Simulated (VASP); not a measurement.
# BaS in VASP: further runs

Runs on BaS. Level: PBE. Tasks: single point.

Everything below comes from runs of VASP 6.6.1. Logs are shortened: lines on timing, memory, paths and dates and some standing lists are left out, and cuts for length are marked.

**1. The cell of the first run**

It takes space group I4/mmm (No. 139, tetragonal). The conventional cell has a = 4.546 Å, b = 4.546 Å, c = 6.364 Å, α = 90.00°, β = 90.00°, γ = 90.00°. Ba (site symmetry 4/mmm) has 6 S at 3.18 to 3.21 Å within 4.2 Å. S (site symmetry 4/mmm) has 6 Ba at 3.18 to 3.21 Å within 4.2 Å.

**2. Single point, PBE**

File INCAR:

```
ALGO = Normal
EDIFF = 1E-7
ENCUT = 520
GGA = PE
ISIF = 2
ISMEAR = 0
LASPH = T
LCHARG = F
LREAL = F
LWAVE = F
NBANDS = 15
NELM = 80
PREC = Accurate
SIGMA = 0.05
```

File KPOINTS:

```
k-points
0
Gamma
  10 10 10
```

File POSCAR:

```
BaS
1.0
    0.0000000000      3.1820622604      3.2142043034
    3.2142043034      0.0000000000      3.2142043034
    3.2142043034      3.1820622604      0.0000000000
Ba S
1 1
Direct
    0.5000000000      0.5000000000      0.5000000000
    0.0000000000      0.0000000000      0.0000000000
```

Potentials or basis: VASP PAW PBE potentials, release 64 (Ba_sv, S).

Command:

```sh
cat potpaw_PBE.64/Ba_sv/POTCAR potpaw_PBE.64/S/POTCAR > POTCAR
mpirun -np 1 vasp_std > vasp.out
```

OUTCAR:

```text
EDIFF = 1E-7
   ENCUT = 520
   GGA = PE
   ISIF = 2
   ISMEAR = 0
   LASPH = T
   LREAL = F
   NELM = 80
   PREC = Accurate

 ion  position               nearest neighbor table
   1  0.500  0.500  0.500-   2 3.18   2 3.18   2 3.21   2 3.21   2 3.21   2 3.21
   2  0.000  0.000  0.000-   1 3.18   1 3.18   1 3.21   1 3.21   1 3.21   1 3.21

  LATTYP: Found a body centered tetragonal cell.
 ALAT       =     4.5455713181
 C/A-ratio  =     1.4000714268

  Lattice vectors:

 A1 = (   0.0000000000,  -3.1820622604,   3.2142043034)
 A2 = (   0.0000000000,  -3.1820622604,  -3.2142043034)
 A3 = (   3.2142043034,   3.1820622604,   0.0000000000)

Analysis of symmetry for initial positions (statically):
=====================================================================
 Subroutine PRICEL returns:
 Original cell was already a primitive cell.

 Routine SETGRP: Setting up the symmetry group for a
 body centered tetragonal supercell.

 Subroutine GETGRP returns: Found 16 space group operations
 (whereof 16 operations were pure point group operations)
 out of a pool of 16 trial point group operations.

The static configuration has the point symmetry D_4h.

Analysis of symmetry for dynamics (positions and initial velocities):
=====================================================================
 Subroutine PRICEL returns:
 Original cell was already a primitive cell.

 Routine SETGRP: Setting up the symmetry group for a
 body centered tetragonal supercell.

 Subroutine GETGRP returns: Found 16 space group operations
 (whereof 16 operations were pure point group operations)
 out of a pool of 16 trial point group operations.

The dynamic configuration has the point symmetry D_4h.

 Subroutine INISYM returns: Found 16 space group operations
 (whereof 16 operations are pure point group operations),
 and found     1 'primitive' translations

----------------------------------------------------------------------------------------

                                     Primitive cell

  volume of cell :      65.7485

  direct lattice vectors                    reciprocal lattice vectors
     0.000000000  3.182062260  3.214204303    -0.155559496  0.157130804  0.155559496
     3.214204303  0.000000000  3.214204303     0.155559496 -0.157130804  0.155559496
     3.214204303  3.182062260  0.000000000     0.155559496  0.157130804 -0.155559496

  length of vectors
     4.522900566  4.545571318  4.522900566     0.270347189  0.270347189  0.270347189

  position of ions in fractional coordinates (direct lattice)
[... 85 lines left out ...]
   ISIF   =      2    stress and relaxation
   ISYM   =      2    0-nonsym 1-usesym 2-fastsym
   POTIM  = 0.5000    time-step for ionic-motion
   TEBEG  =    0.0;   TEEND  =   0.0 temperature during run
   PSTRESS=    0.0 pullay stress
   NELECT =      16.0000    total number of electrons
   NUPDOWN=      -1.0000    fix difference up-down
   EMIN   =  10.00;   EMAX   =-10.00  energy-range for DOS
   EFERMI =   0.00;   METHOD = LEGACY
   ISMEAR =     0;   SIGMA  =   0.05  broadening in eV -4-tet -1-fermi 0-gaus
   EFERMI_NEDOS =   21; number of points for ismear=-14 and -15
   IALGO  =     38    algorithm
   IMIX   =      4    mixing-type and parameters
     AMIX     =   0.40;   BMIX     =  1.00
     AMIX_MAG =   1.60;   BMIX_MAG =  1.00
  volume/ion in A,a.u.               =      32.87       221.85
  Fermi-wavevector in a.u.,A,eV,Ry     =   1.022083  1.931457 14.213384  1.044654
  Thomas-Fermi vector in A             =   2.155743
   LORBIT       =      0    0 simple, 1 ext, 2 COOP (PROOUT), +10 PAW based schemes
   GGA     = PE    functional components
   LHFCALC =     F    Hartree Fock is set to
   AEXX    =    0.0000 exact exchange contribution
   IVDW    =     0    specifies the selected vdW correction
   LEPSILON=     F    determine dielectric tensor
   LRPA    =     F    only Hartree local field effects (RPA)
 non-spin polarized calculation
 Gauss-broadening in eV      SIGMA  =   0.05
  energy-cutoff  :      520.00
  volume of cell :       65.75
 maximum number of plane-waves:      1807
 NGX is ok and might be reduce to    36

 number of electron      16.0000002 magnetization

 Free energy of the ion-electron system (eV)
  ---------------------------------------------------
  ext. energy  EPLUGINS =         0.00000000
  ---------------------------------------------------
  free energy    TOTEN  =       -10.18818623 eV

  energy without entropy =      -10.18818623  energy(sigma->0) =      -10.18818623

 E-fermi :   1.6620     XC(G=0):  -8.5879

 val. band max:        1.4286945260   @ k =   0.0000   0.0000   0.0000
 cond. band min:       3.5244569991   @ k =   0.5000   0.0000   0.5000
 fundamental gap:      2.0957624731
 Fermi energy:         1.6619656371

 k-point     1 :       0.0000    0.0000    0.0000
  band No.  band energies     occupation
      1     -24.6963      2.00000
      2      -9.7533      2.00000
      3      -9.7530      2.00000
      4      -9.7530      2.00000
      5      -8.9399      2.00000
      6       1.3960      2.00000
      7       1.3960      2.00000
      8       1.4287      2.00000
      9       4.9576      0.00000
     10       5.2512      0.00000
     11       5.2512      0.00000
     12       5.3208      0.00000
     13       6.1612      0.00000
     14       6.2250      0.00000
[... 401 lines left out ...]
      2     -10.3743      2.00000
      3      -9.9161      2.00000
      4      -9.8896      2.00000
      5      -8.4617      2.00000
      6       0.3297      2.00000
      7       1.0749      2.00000
      8       1.1470      2.00000
      9       3.9951      0.00000
     10       6.9291      0.00000
     11       7.2878      0.00000
     12       8.1558      0.00000
     13       8.2236      0.00000
     14      10.0804      0.00000
     15      10.4874      0.00000

 [... further k-points ...]
[... 5 lines left out ...]
  --------------------------------------------------------------------------------------
  -------------------------------------------------------------------------------------
  Total        0.2984787      0.6505439      0.2984787      0.0000000      0.0000000      0.0000000
  in kB        7.2734128     15.8526388      7.2734128      0.0000000      0.0000000      0.0000000
  external PRESSURE =      10.1331548 kB  Pullay stress =       0.0000000 kB

 VOLUME and BASIS-vectors are now :
 -----------------------------------------------------------------------------
  energy-cutoff  :      520.00
  volume of cell :       65.75
      direct lattice vectors                 reciprocal lattice vectors
     0.000000000  3.182062260  3.214204303    -0.155559496  0.157130804  0.155559496
     3.214204303  0.000000000  3.214204303     0.155559496 -0.157130804  0.155559496
     3.214204303  3.182062260  0.000000000     0.155559496  0.157130804 -0.155559496

 POSITION                                       TOTAL-FORCE (eV/Angst)
 -----------------------------------------------------------------------------------
      3.21420      3.18206      3.21420        -0.000000      0.000000      0.000000
      0.00000      0.00000      0.00000         0.000000     -0.000000     -0.000000
 -----------------------------------------------------------------------------------
    total drift:                                0.000000      0.000000      0.000000

  FREE ENERGIE OF THE ION-ELECTRON SYSTEM (eV)
  ---------------------------------------------------
  free  energy   TOTEN  =       -10.1881862259 eV

  energy  without entropy=      -10.1881862259  energy(sigma->0) =      -10.18818623
```

OSZICAR:

```text
N       E                     dE             d eps       ncg     rms          rms(c)
DAV:   1     0.805058359548E+02    0.80506E+02   -0.65787E+03  3060   0.892E+02
DAV:   2    -0.572976355039E+01   -0.86236E+02   -0.78475E+02  4341   0.173E+02
DAV:   3    -0.105300211871E+02   -0.48003E+01   -0.47688E+01  4311   0.422E+01
DAV:   4    -0.106716738422E+02   -0.14165E+00   -0.14163E+00  4087   0.553E+00
DAV:   5    -0.106728193990E+02   -0.11456E-02   -0.11455E-02  4197   0.535E-01    0.475E+00
DAV:   6    -0.101704223152E+02    0.50240E+00   -0.68454E-01  3585   0.497E+00    0.325E+00
DAV:   7    -0.101727874039E+02   -0.23651E-02   -0.18732E-01  3919   0.243E+00    0.211E+00
DAV:   8    -0.101866642150E+02   -0.13877E-01   -0.24467E-02  3452   0.113E+00    0.199E-01
DAV:   9    -0.101872317767E+02   -0.56756E-03   -0.32949E-03  4075   0.420E-01    0.154E-01
DAV:  10    -0.101880899179E+02   -0.85814E-03   -0.98507E-04  3179   0.210E-01    0.399E-02
DAV:  11    -0.101881832352E+02   -0.93317E-04   -0.12241E-04  3914   0.669E-02    0.130E-02
DAV:  12    -0.101881862856E+02   -0.30504E-05   -0.65150E-06  3466   0.167E-02    0.316E-03
DAV:  13    -0.101881862259E+02    0.59756E-07   -0.30766E-07  4099   0.350E-03
   1 F= -.10188186E+02 E0= -.10188186E+02  d E =-.997193E-14
```

It took 48 s on 1 thread of Intel Xeon Platinum 8488C (Sapphire Rapids), shared host; peak memory 0.26 GiB.

Results:

| Item | Value |
| --- | --- |
| Free energy | -10.1882 eV |
| Pressure | 1.0 GPa |
| Band gap on the k mesh | 2.10 eV, indirect (least direct gap 2.24 eV) |

Caveat: spin-orbit coupling is left out, which moves the levels of the heavy elements. As with any semilocal functional, this PBE gap is likely too small.

**3. Single point, PBE**

File INCAR:

```
PREC = Accurate
ENCUT = 520
EDIFF = 1E-6
ISMEAR = 0
SIGMA = 0.05
LREAL = False
LASPH = True
NELM = 80
ALGO = Normal
ISIF = 2
LWAVE = False
LCHARG = False
GGA = PE
NBANDS = 15
```

File KPOINTS:

```
regular mesh
0
Gamma
  10 10 10
```

File POSCAR:

```
BaS
1.0
    0.0000000000      3.2142043034      3.2142043034
    3.1820622604      0.0000000000      3.2142043034
    3.1820622604      3.2142043034      0.0000000000
Ba S
1 1
Direct
    0.5000000000      0.5000000000      0.5000000000
    0.0000000000      0.0000000000      0.0000000000
```

Potentials or basis: VASP PAW PBE potentials, release 64 (Ba_sv, S).

Command:

```sh
cat potpaw_PBE.64/Ba_sv/POTCAR potpaw_PBE.64/S/POTCAR > POTCAR
mpirun -np 1 vasp_std > vasp.out
```

Wall time 52 s (1 thread of Intel Xeon Platinum 8488C (Sapphire Rapids), shared host); peak memory 0.26 GiB.

The run converged. Its results:

```
Free energy            : -10.1882 eV
Pressure               : 1.0 GPa
Band gap on the k mesh : 2.10 eV, indirect (least direct gap 2.24 eV)
```

Stress tensor (GPa, compression positive):
```
1.58 0.00 0.00
0.00 0.73 0.00
0.00 0.00 0.73
```

Levels at points of the mesh, in eV from the valence-band top:
| k point | band 6 | band 7 | band 8 | band 9 | band 10 | band 11 |
| --- | --- | --- | --- | --- | --- | --- |
| (0.00, 0.00, 0.00) | -0.03 | -0.03 | 0.00 | 3.53 | 3.82 | 3.82 |
| (0.50, 0.00, 0.00) | -1.94 | -1.09 | -1.09 | 5.49 | 5.64 | 6.24 |
| (0.50, 0.50, 0.00) | -0.57 | -0.17 | -0.14 | 2.10 | 5.85 | 5.98 |
| (0.00, 0.50, 0.50) | -0.52 | -0.18 | -0.18 | 2.10 | 5.90 | 5.95 |

Caveat: spin-orbit coupling is left out, which moves the levels of the heavy elements. A k mesh can miss the band edges.

**4. Single point, PBE (atom 1 (Ba) moved 0.08 Å along z)**

File INCAR:

```
PREC = Accurate ; ENCUT = 520
EDIFF = 1E-6 ; ISMEAR = 0
SIGMA = 0.05 ; LREAL = False
LASPH = True ; NELM = 60
ALGO = Normal ; ISIF = 2
LWAVE = False ; LCHARG = False
GGA = PE ; NBANDS = 15
```

File KPOINTS:

```
Automatic mesh
0
Gamma
  10 10 10
```

File POSCAR:

```
BaS
1.0
    0.0000000000      3.2142043034      3.2142043034
    3.2142043034      0.0000000000      3.2142043034
    3.2142043034      3.2142043034      0.0000000000
Ba S
1 1
Direct
    0.5124447596      0.5124447596      0.4875552404
    0.0000000000      0.0000000000      0.0000000000
```

Command:

```sh
cat potpaw_PBE.64/Ba_sv/POTCAR potpaw_PBE.64/S/POTCAR > POTCAR
mpirun -np 1 vasp_std > vasp.out
```

Run time: 52 s. Hardware: 1 thread of Intel Xeon Platinum 8488C (Sapphire Rapids), shared host; peak memory 0.26 GiB.

Results (log left out):

- Free energy: -10.1864 eV
- Pressure: 0.6 GPa
- Largest force: 0.158 eV/Å
- Band gap on the k mesh: 2.15 eV, indirect (least direct gap 2.29 eV)

Forces on the atoms (eV/Å):
```
Ba   0.000  0.000 -0.158
S    0.000  0.000  0.158
```

Stress tensor (GPa, compression positive):
```
0.52 0.00 0.00
0.00 0.52 0.00
0.00 0.00 0.80
```

Levels at points of the mesh, in eV from the valence-band top:
| k point | band 4 | band 5 | band 6 | band 7 | band 8 | band 9 | band 10 | band 11 | band 12 | band 13 |
| --- | --- | --- | --- | --- | --- | --- | --- | --- | --- | --- |
| (0.00, 0.00, 0.00) | -11.18 | -10.31 | 0.00 | 0.00 | 0.00 | 3.51 | 3.88 | 3.89 | 3.89 | 4.78 |
| (0.50, 0.00, 0.00) | -11.22 | -9.16 | -1.88 | -1.04 | -1.04 | 5.46 | 5.65 | 6.24 | 6.25 | 8.61 |
| (0.50, 0.50, 0.00) | -11.36 | -10.21 | -0.53 | -0.14 | -0.14 | 2.15 | 5.90 | 5.92 | 7.40 | 7.40 |
| (0.00, 0.50, 0.50) | -11.36 | -10.22 | -0.54 | -0.16 | -0.14 | 2.18 | 5.90 | 5.91 | 7.40 | 7.40 |

Caveat: the cell differs from its parent crystal (atom 1 (Ba) moved 0.08 Å along z); spin-orbit coupling is left out, which moves the levels of the heavy elements.

**5. Single point, PBE (atom 2 (S) moved 0.08 Å along y)**

File INCAR:

```
SYSTEM = BaS
PREC = Accurate ; ENCUT = 520
EDIFF = 1E-7 ; ISMEAR = 0
SIGMA = 0.05 ; LREAL = .FALSE.
LASPH = .TRUE. ; NELM = 60
ALGO = Normal ; ISIF = 2
LWAVE = .FALSE. ; LCHARG = .FALSE.
GGA = PE ; NBANDS = 15
```

File KPOINTS:

```
Automatic mesh
0
G
  10 10 10
  0 0 0
```

File POSCAR:

```
BaS
1.0
    0.0000000000      3.2142043034      3.2142043034
    3.2142043034      0.0000000000      3.2142043034
    3.2142043034      3.2142043034      0.0000000000
Ba S
1 1
Direct
    0.5000000000      0.5000000000      0.5000000000
    0.0124447596     -0.0124447596      0.0124447596
```

Command:

```sh
cat potpaw_PBE.64/Ba_sv/POTCAR potpaw_PBE.64/S/POTCAR > POTCAR
mpirun -np 1 vasp_std > vasp.out
```

Wall time 61 s (1 thread of Intel Xeon Platinum 8488C (Sapphire Rapids), shared host); peak memory 0.26 GiB.

Results (log left out):

```yaml
Free_energy: -10.1864 eV
Pressure: 0.6 GPa
Largest_force: 0.158 eV/Å
Band_gap_on_the_k_mesh: 2.15 eV, indirect (least direct gap 2.29 eV)
```

Forces on the atoms (eV/Å):
```
Ba   0.000  0.158  0.000
S    0.000 -0.158  0.000
```

Stress tensor (GPa, compression positive):
```
0.52 0.00 0.00
0.00 0.80 0.00
0.00 0.00 0.52
```

Levels at points of the mesh, in eV from the valence-band top:
| k point | band 4 | band 5 | band 6 | band 7 | band 8 | band 9 | band 10 | band 11 | band 12 | band 13 |
| --- | --- | --- | --- | --- | --- | --- | --- | --- | --- | --- |
| (0.00, 0.00, 0.00) | -11.18 | -10.31 | 0.00 | 0.00 | 0.00 | 3.51 | 3.88 | 3.89 | 3.89 | 4.78 |
| (0.50, 0.00, 0.00) | -11.22 | -9.16 | -1.88 | -1.04 | -1.04 | 5.46 | 5.65 | 6.24 | 6.25 | 8.61 |
| (0.50, 0.50, 0.00) | -11.36 | -10.22 | -0.54 | -0.16 | -0.14 | 2.18 | 5.90 | 5.91 | 7.40 | 7.40 |
| (0.50, 0.00, 0.50) | -11.36 | -10.21 | -0.53 | -0.14 | -0.14 | 2.15 | 5.90 | 5.92 | 7.40 | 7.40 |

Caveat: the cell differs from its parent crystal (atom 2 (S) moved 0.08 Å along y); spin-orbit coupling is left out, which moves the levels of the heavy elements. A k mesh can miss the band edges.

**6. Overview**

| cell | gap on the mesh (eV) | pressure (GPa) |
| --- | --- | --- |
| a = 4.523, b = 4.546 Å, angles 59.8, 60.3, 59.8°, 2 atoms | 2.10 | 1.0 |
| a = 4.546, b = 4.523, c = 4.523 Å, angles 60.3, 59.8, 59.8°, 2 atoms | 2.10 | 1.0 |
| a = 4.546 Å, angles 60.0°, 2 atoms | 2.15 | 0.6 |

Some of these runs hold the atoms at other places in the same cell, which the table doesn't show; runs alike in all that it shows share one row.

Alike in all rows: task single point; level PBE; potentials or basis VASP PAW PBE potentials, release 64 (Ba_sv, S); no spin polarisation; k mesh 10 × 10 × 10; cutoff (eV) 520; smearing gaussian 0.05 eV.

Caveats: spin-orbit coupling is left out, which moves the levels of the heavy elements.

Total energies depend on the potentials used, so only differences within one code and one set of settings carry meaning.
